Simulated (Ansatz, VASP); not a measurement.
One calculation of AlGa3N4, two programs

```
Al Ga N
1.0
     5.14235    0.00000    0.00000
     0.00000    3.16498    0.00000
    -0.00346    0.00000    5.47849
Al Ga N
1 3 4
Direct
  0.00060 0.50000 0.66736
  0.49912 0.50000 0.33492
  0.49903 0.00000 0.83156
  0.99986 0.00000 0.16618
  0.11967 0.50000 0.34010
  0.11765 0.00000 0.82638
  0.62044 0.00000 0.16622
  0.63123 0.50000 0.66730
```

Alike in both runs: task single point; functional PBEsol; k mesh 6 × 8 × 6; occupations gaussian, width 0.02 eV; no spin polarisation.

|  | VASP | Ansatz |
| --- | --- | --- |
| version | VASP 6.6.1 | Ansatz 0.2.0 |
| potentials or method | VASP PAW PBE potentials, release 64 (Al, Ga_d, N), cutoff 520 eV | scalar-relativistic, plane waves, PAW |
| valence electrons in the cell | 62 | 62 |

VASP gave:

```
gap on the k mesh at the Fermi level (eV) : 2.38
least direct gap on the mesh (eV)         : 2.38
pressure (GPa)                            : -0.1
rms of the force components (eV/Å)        : 0.004
```

Q: Estimate Ansatz's values.

A: gap on the k mesh at the Fermi level (eV): 2.36; least direct gap on the mesh (eV): 2.36; pressure (GPa): 0.0; rms of the force components (eV/Å): 0.002.

VASP's potentials were made for PBE, not for PBEsol. Atom by atom the forces differ by 0.004 eV/Å (rms over components). With one functional, cell and mesh, what is left measures potentials, basis and numerics.
